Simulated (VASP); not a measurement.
# HPbNO4 (P1) in VASP: dielectric tensor with PBE

Aim: the dielectric tensor of HPbNO4 with PBE.

All numbers are computed with VASP 6.6.1; they aren't measurements. Logs are shortened: lines on timing, memory, paths and dates and some standing lists are left out, and cuts for length are marked.

## (1) The cell of the first run

The typed cell holds 7 atoms: a = 4.204 Å, b = 4.339 Å, c = 6.729 Å, α = 71.95°, β = 72.29°, γ = 62.23°.

## (2) Dielectric tensor, PBE

Contents of INCAR:

```
  ALGO = Normal
  EDIFF = 1E-8
  ENCUT = 520
  GGA = PE
  ISIF = 2
  ISMEAR = 0
  LASPH = True
  LCHARG = False
  LEPSILON = True
  LREAL = False
  LWAVE = False
  NELM = 100
  PREC = Accurate
  SIGMA = 0.01
```

Contents of KPOINTS:

```
k-points
0
Gamma
  5 5 3
```

Contents of POSCAR:

```
HPbNO4
1.0
    4.1992300000      0.1111700000      0.1681700000
    1.9160000000      3.8913200000      0.1256800000
    1.7608500000      1.2525900000      6.3726600000
H Pb N O
1 1 1 4
Direct
    0.8914500000      0.6820200000      0.6279600000
    0.1442600000      0.9287200000      0.8835200000
    0.2567000000      0.2886100000      0.3017100000
    0.8310800000      0.6505600000      0.7840500000
    0.3869400000      0.2238000000      0.1129500000
    0.3110400000      0.0357600000      0.4585600000
    0.0772600000      0.6063300000      0.3227500000
```

Potentials or basis: VASP PAW PBE potentials, release 64 (H, Pb_d, N, O).

The run is started by

```console
> cat potpaw_PBE.64/H/POTCAR potpaw_PBE.64/Pb_d/POTCAR potpaw_PBE.64/N/POTCAR potpaw_PBE.64/O/POTCAR > POTCAR
> mpirun -np 1 vasp_std > vasp.out
```

OUTCAR:

```text
EDIFF = 1E-8
   ENCUT = 520
   GGA = PE
   ISIF = 2
   ISMEAR = 0
   LASPH = True
   LEPSILON = True
   LREAL = False
   NELM = 100
   PREC = Accurate

 ion  position               nearest neighbor table
   1  0.891  0.682  0.628-   4 0.98
   2  0.144  0.929  0.884-   4 2.48   4 2.51   6 2.67   4 2.72   5 2.81   7 2.84   5 2.91   5 2.93

   3  0.257  0.289  0.302-   6 1.25   7 1.26   5 1.28
   4  0.831  0.651  0.784-   1 0.98   2 2.48   2 2.51   2 2.72
   5  0.387  0.224  0.113-   3 1.28   2 2.81   2 2.91   2 2.93
   6  0.311  0.036  0.459-   3 1.25   2 2.67
   7  0.077  0.606  0.323-   3 1.26   2 2.84

  LATTYP: Found a triclinic cell.
 ALAT       =     6.7290690222
 B/A-ratio  =     1.0080435208
 C/A-ratio  =     0.6247619357
 COS(alpha) =     0.0037064377
 COS(beta)  =     0.3041824545
 COS(gamma) =     0.7937729759

  Lattice vectors:

 A1 = (   1.7608500000,   1.2525900000,   6.3726600000)
 A2 = (  -0.1551500000,  -2.6387300000,   6.2469800000)
 A3 = (   4.1992300000,   0.1111700000,   0.1681700000)

Analysis of symmetry for initial positions (statically):
=====================================================================
 Subroutine PRICEL returns:
 Original cell was already a primitive cell.

 Routine SETGRP: Setting up the symmetry group for a
 triclinic supercell.

 Subroutine GETGRP returns: Found  1 space group operations
 (whereof  1 operations were pure point group operations)
 out of a pool of  2 trial point group operations.

The static configuration has the point symmetry C_1 .

Analysis of symmetry for dynamics (positions and initial velocities):
=====================================================================
 Subroutine PRICEL returns:
 Original cell was already a primitive cell.

 Routine SETGRP: Setting up the symmetry group for a
 triclinic supercell.

 Subroutine GETGRP returns: Found  1 space group operations
 (whereof  1 operations were pure point group operations)
 out of a pool of  2 trial point group operations.

The dynamic configuration has the point symmetry C_1 .

 Subroutine INISYM returns: Found  1 space group operations
 (whereof  1 operations are pure point group operations),
 and found     1 'primitive' translations

----------------------------------------------------------------------------------------

                                     Primitive cell

  volume of cell :     101.3902

  direct lattice vectors                    reciprocal lattice vectors
     4.199230000  0.111170000  0.168170000     0.243027768 -0.118243312 -0.043910244
     1.916000000  3.891320000  0.125680000    -0.004909750  0.261012831 -0.049947232
     1.760850000  1.252590000  6.372660000    -0.006316502 -0.002027272  0.159064151

  length of vectors
     4.204066188  4.339265238  6.729069022     0.273810311  0.265794149  0.159202425

  position of ions in fractional coordinates (direct lattice)
     0.891450000  0.682020000  0.627960000
     0.144260000  0.928720000  0.883520000
     0.256700000  0.288610000  0.301710000
     0.831080000  0.650560000  0.784050000
     0.386940000  0.223800000  0.112950000
     0.311040000  0.035760000  0.458560000
     0.077260000  0.606330000  0.322750000

  ion indices of the primitive-cell ions
   primitive index   ion index
                 1           1
                 2           2
                 3           3
                 4           4
                 5           5
                 6           6
                 7           7

[... 109 lines left out ...]
--------------------------------------- Ionic step        1  -------------------------------------------

 number of electron      43.9999999 magnetization

 E-fermi :   0.9212     XC(G=0):  -8.6161

 val. band max:        0.8781079199   @ k =   0.2000  -0.4000   0.3333
 cond. band min:       3.7229649178   @ k =  -0.2000   0.4000   0.3333
 fundamental gap:      2.8448569980
 Fermi energy:         0.9212396229

 k-point     1 :       0.0000    0.0000    0.0000
  band No.  band energies     occupation
      1     -25.0495      2.00000
      2     -19.6404      2.00000
      3     -19.3115      2.00000
      4     -16.7632      2.00000
      5     -14.4379      2.00000
      6     -14.4181      2.00000
[... 685 lines left out ...]
     25       6.4150      0.00000
     26       7.9153      0.00000

 [... further k-points ...]

  FORCE on cell =-STRESS in cart. coord.  units (eV):
  Direction    XX          YY          ZZ          XY          YZ          ZX
  --------------------------------------------------------------------------------------
  -------------------------------------------------------------------------------------
  Total       -0.1399519      0.6162698      0.6393885     -0.0370670     -0.0601890     -0.0212042
  in kB       -2.2115327      9.7383533     10.1036757     -0.5857361     -0.9511123     -0.3350712
  external PRESSURE =       5.8768321 kB  Pullay stress =       0.0000000 kB

 VOLUME and BASIS-vectors are now :
 -----------------------------------------------------------------------------
  energy-cutoff  :      520.00
  volume of cell :      101.39
      direct lattice vectors                 reciprocal lattice vectors
     4.199230000  0.111170000  0.168170000     0.243027768 -0.118243312 -0.043910244
     1.916000000  3.891320000  0.125680000    -0.004909750  0.261012831 -0.049947232
     1.760850000  1.252590000  6.372660000    -0.006316502 -0.002027272  0.159064151

 POSITION                                       TOTAL-FORCE (eV/Angst)
 -----------------------------------------------------------------------------------
      6.15590      3.53964      4.23741         0.003463     -0.007619     -0.109351
      3.94095      4.73667      5.77135         0.000821      0.006987      0.001266
      2.16219      1.52953      2.00214         0.006056     -0.046730     -0.084275
      6.11696      3.60602      5.21801        -0.003882      0.005325      0.097900
      2.25254      1.05537      0.81299         0.022378     -0.117601     -0.292115
      2.18210      0.74812      2.97905         0.006287     -0.255978      0.337959
      2.05448      2.77229      2.14597        -0.035123      0.415616      0.048617
 -----------------------------------------------------------------------------------
    total drift:                               -0.000595     -0.000164     -0.000554

  FREE ENERGIE OF THE ION-ELECTRON SYSTEM (eV)
  ---------------------------------------------------
  free  energy   TOTEN  =       -40.4285444991 eV

  energy  without entropy=      -40.4285444991  energy(sigma->0) =      -40.42854450

 HEAD OF MICROSCOPIC STATIC DIELECTRIC TENSOR (INDEPENDENT PARTICLE, excluding Hartree and local field effects)
 ------------------------------------------------------
           3.435145    -0.071685    -0.012815
          -0.070412     4.341120     0.022363
          -0.011869     0.022365     4.149311
 ------------------------------------------------------

 Free energy of the ion-electron system (eV)
  ---------------------------------------------------
  ---------------------------------------------------
  free energy    TOTEN  =        -0.65361536 eV

  energy without entropy =       -0.65361536

------------------------ aborting loop because EDIFF is reached ----------------------------------------

--------------------------------------- Ionic step        2  -------------------------------------------

------------------------ aborting loop because EDIFF is reached ----------------------------------------

--------------------------------------- Ionic step        3  -------------------------------------------

 Free energy of the ion-electron system (eV)
  ---------------------------------------------------
  ---------------------------------------------------
  free energy    TOTEN  =        -0.78431246 eV

  energy without entropy =       -0.78431246

------------------------ aborting loop because EDIFF is reached ----------------------------------------

 PIEZOELECTRIC TENSOR FIELD DIRECTION 3  (e Angst)
 -----------------------------------------------------------------------------
     0.33035  0.08264 -0.19703           ( -0.01765  0.00315 -0.00022)
     0.08264 -1.13010  2.26136           (  0.00315 -0.05351  0.06560)
    -0.19703  2.26136  1.81152           ( -0.00022  0.06560 -0.07972)

 PIEZOELECTRIC TENSOR FIELD DIRECTION 3  (C/m^2)
 -----------------------------------------------------------------------------
     0.05220  0.01306 -0.03113
     0.01306 -0.17858  0.35734
    -0.03113  0.35734  0.28626

 MACROSCOPIC STATIC DIELECTRIC TENSOR (including local field effects in DFT)
 ------------------------------------------------------
           3.131041    -0.035442     0.000476
          -0.034269     3.646925    -0.063588
           0.001318    -0.063555     3.576558
 ------------------------------------------------------

 PIEZOELECTRIC TENSOR (including local field effects)  for field in x, y, z        (e  Angst)
          XX          YY          ZZ          XY          YZ          ZX
  --------------------------------------------------------------------------------
  x    -0.20460     0.33405    -0.10302     1.86308     0.06885     0.73967
  y     1.59359    -2.37646     1.94603     0.33182    -0.80222     0.07900
  z     0.33035    -1.13010     1.81152     0.08264     2.26136    -0.19703

 PIEZOELECTRIC TENSOR (including local field effects)  for field in x, y, z        (C/m^2)
          XX          YY          ZZ          XY          YZ          ZX
  --------------------------------------------------------------------------------
  x    -0.03233     0.05279    -0.01628     0.29440     0.01088     0.11688
  y     0.25182    -0.37553     0.30751     0.05243    -0.12677     0.01248
  z     0.05220    -0.17858     0.28626     0.01306     0.35734    -0.03113

 BORN EFFECTIVE CHARGES (including local field effects) (in |e|, cummulative output)
 ---------------------------------------------------------------------------------
 ion    1
    1     0.14154    -0.01830    -0.02742
    2    -0.02384     0.32141     0.26663
    3    -0.02766     0.09273     0.79309
 ion    2
    1     3.22484     0.01498     0.04004
    2     0.03076     3.10525    -0.37064
    3     0.03188    -0.16962     2.99212
 ion    3
    1    -0.10022    -0.16009    -0.12718
    2    -0.25081     3.00588    -0.07677
    3    -0.09239    -0.82645     3.45468
 ion    4
    1    -2.24684    -0.00457    -0.06252
    2    -0.00381    -2.01208    -0.21768
    3    -0.06255    -0.07256    -1.12555
 ion    5
    1    -0.65763     0.03949     0.09235
    2     0.05794    -1.25158    -0.35219
    3     0.09915    -0.30840    -2.45361
 ion    6
    1    -0.27836     0.02000     0.02420
    2     0.04294    -1.16416     0.82071
    3    -0.00215     1.14623    -2.41082
 ion    7
    1    -0.08333     0.10848     0.06052
    2     0.14682    -2.00471    -0.07006
    3     0.05370     0.13808    -1.24991
```

Run time: 18 min. Hardware: 1 thread of Intel Xeon Platinum 8259CL at 2.50GHz (Skylake/Cascade Lake), shared host; peak memory 0.47 GiB.

Results:

```yaml
Band_gap_on_the_k_mesh: 2.84 eV, indirect (the least direct gap lies 5.0 meV higher)
Electronic_dielectric_tensor_diagonal: 3.13, 3.65, 3.58
Born_charges_mean_of_the_diagonal: H +0.42; Pb +3.11; N +2.12; O -1.79, -1.45, -1.28, -1.11 e
```

Levels at points of the mesh, in eV from the valence-band top:
```
           k point  band 20  band 21  band 22  band 23  band 24  band 25
(0.00, 0.00, 0.00)    -1.53    -1.33    -0.70     3.58     4.35     5.50
```

Electronic dielectric tensor:
```
 3.13 -0.04  0.00
-0.03  3.65 -0.06
 0.00 -0.06  3.58
```

Born effective charge tensors (e):
atom 1, H
```
 0.14 -0.02 -0.03
-0.02  0.32  0.27
-0.03  0.09  0.79
```
atom 2, Pb
```
 3.22  0.01  0.04
 0.03  3.11 -0.37
 0.03 -0.17  2.99
```
atom 3, N
```
-0.10 -0.16 -0.13
-0.25  3.01 -0.08
-0.09 -0.83  3.45
```
atom 4, O
```
-2.25  0.00 -0.06
 0.00 -2.01 -0.22
-0.06 -0.07 -1.13
```
atom 5, O
```
-0.66  0.04  0.09
 0.06 -1.25 -0.35
 0.10 -0.31 -2.45
```
atom 6, O
```
-0.28  0.02  0.02
 0.04 -1.16  0.82
 0.00  1.15 -2.41
```
atom 7, O
```
-0.08  0.11  0.06
 0.15 -2.00 -0.07
 0.05  0.14 -1.25
```

Caveat: the standard files for N, O and F lose accuracy on very short bonds; spin-orbit coupling is left out, which moves the levels of the heavy elements. Expect the measured gap to be larger: semilocal functionals such as PBE lack the derivative discontinuity.
